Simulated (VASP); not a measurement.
Write the native input for VASP 6.6.1 that does the following.

```yaml
Task: single point
Functional: PBEsol
Potentials_or_basis: VASP PAW PBE potentials, release 64 (Bi_d, Te)
Cutoff: 520 eV
k_mesh: 6 × 6 × 6
Occupations: gaussian, width 0.01 eV
Spin: no spin polarisation
Dipole_correction: no
Further_INCAR_settings: ALGO = Normal; EDIFF = 1e-06; NBANDS = 32
```

The structure of Bi2Te3 lies in POSCAR:

```
Bi2Te3
1.0
    2.1930000000      1.2661290000     10.1656670000
   -2.1930000000      1.2661290000     10.1656670000
    0.0000000000     -2.5322580000     10.1656670000
Bi Te
2 3
Direct
    0.4000000000      0.4000000000      0.4000000000
    0.6000000000      0.6000000000      0.6000000000
    0.0000000000      0.0000000000      0.0000000000
    0.2095000000      0.2095000000      0.2095000000
    0.7905000000      0.7905000000      0.7905000000
```

The input as run:

INCAR

```
SYSTEM = Bi2Te3
ALGO = Normal
EDIFF = 1E-6
ENCUT = 520
GGA = PS
ISIF = 2
ISMEAR = 0
LASPH = .TRUE.
LCHARG = .FALSE.
LREAL = .FALSE.
LWAVE = .FALSE.
NBANDS = 32
NELM = 100
PREC = Accurate
SIGMA = 0.01
```

KPOINTS

```
k-points
0
G
  6 6 6
  0 0 0
```

Potentials or basis: VASP PAW PBE potentials, release 64 (Bi_d, Te).

The run is started by

```console
$ cat potpaw_PBE.64/Bi_d/POTCAR potpaw_PBE.64/Te/POTCAR > POTCAR
$ mpirun -np 1 vasp_std > vasp.out
```

Results of the run:

```
Pressure               : -0.6 GPa
Largest force          : 0.092 eV/Å
Band gap on the k mesh : 0.23 eV
```

Caveat: the PAW data sets were made with another functional, which shifts forces and pressure a little; spin-orbit coupling is left out, which moves the levels of the heavy elements.

Run time: 22 min on 1 thread of AMD EPYC 7R13 Processor (Zen 3) (shared host), peak memory 0.93 GiB.
